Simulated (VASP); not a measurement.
A run of VASP 6.6.1:

The input INCAR:

```
SYSTEM = Cr
ALGO = Normal
EDIFF = 1E-6
EDIFFG = -0.01
ENCUT = 600
GGA = PS
IBRION = 2
ISIF = 3
ISMEAR = -1
ISPIN = 2
LASPH = .TRUE.
LCHARG = .FALSE.
LMAXMIX = 4
LORBIT = 11
LREAL = .FALSE.
LWAVE = .FALSE.
MAGMOM = 3
NELM = 150
NSW = 60
PREC = Accurate
SIGMA = 0.05
```

Contents of KPOINTS:

```
k-points
0
G
  9 9 9
  0 0 0
```

File POSCAR:

```
Cr
1.0
    2.3600000000      0.0000000000      0.0000000000
    0.0000000000      2.3600000000      0.0000000000
    0.0000000000      0.0000000000      2.3600000000
Cr
1
Direct
    0.0000000000      0.0000000000      0.0000000000
```

Potentials or basis: VASP PAW PBE potentials, release 64 (Cr_pv).

Command:

```bash
$ cat potpaw_PBE.64/Cr_pv/POTCAR > POTCAR
$ mpirun -np 1 vasp_std > vasp.out
```

Hardware: 1 thread of Intel(R) Xeon(R) 6975P-C (Granite Rapids) (shared host).

Task: How long does it take, and how much memory?

Result: It took 18 s on 1 thread of Intel(R) Xeon(R) 6975P-C (Granite Rapids) (shared host), peak memory 0.14 GiB. Counts: scf iterations 40, k points 35, ion steps 4.
